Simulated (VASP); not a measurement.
Re2W, 6 atoms in the cell. Symmetry: Pn-3m, No. 224, cubic system. Conventional cell: a = 4.741 Å, b = 4.741 Å, c = 4.741 Å, α = 90.00°, β = 90.00°, γ = 90.00°. Within 2.7 Å of Re (site symmetry -3m) lie 2 W at 2.05 Å. W (site symmetry -43m) has 4 Re at 2.05 Å within 2.7 Å. 

* Program: VASP 6.6.1
* Task: single point
* Functional: PBE
* Potentials or basis: VASP PAW PBE potentials, release 64 (Re, W_sv)
* Cutoff: 520 eV
* k mesh: 4 × 4 × 4
* Occupations: gaussian, width 0.1 eV
* Spin: no spin polarisation
* Dipole correction: no
* Further INCAR settings: ALGO = Fast; EDIFF = 1e-06; NBANDS = 37

Potentials or basis: VASP PAW PBE potentials, release 64 (Re, W_sv).

The run is started by

```console
$ cat potpaw_PBE.64/Re/POTCAR potpaw_PBE.64/W_sv/POTCAR > POTCAR
$ mpirun -np 1 vasp_std > vasp.out
```

Hardware: 1 thread of AMD EPYC 7R13 Processor (Zen 3), with other jobs on the host.

Problem. Estimate the wall time of this run.

Solution. Wall time 110 s on 1 thread of AMD EPYC 7R13 Processor (Zen 3), with other jobs on the host, peak memory 0.18 GiB. Counts: scf iterations 36, k points 10.
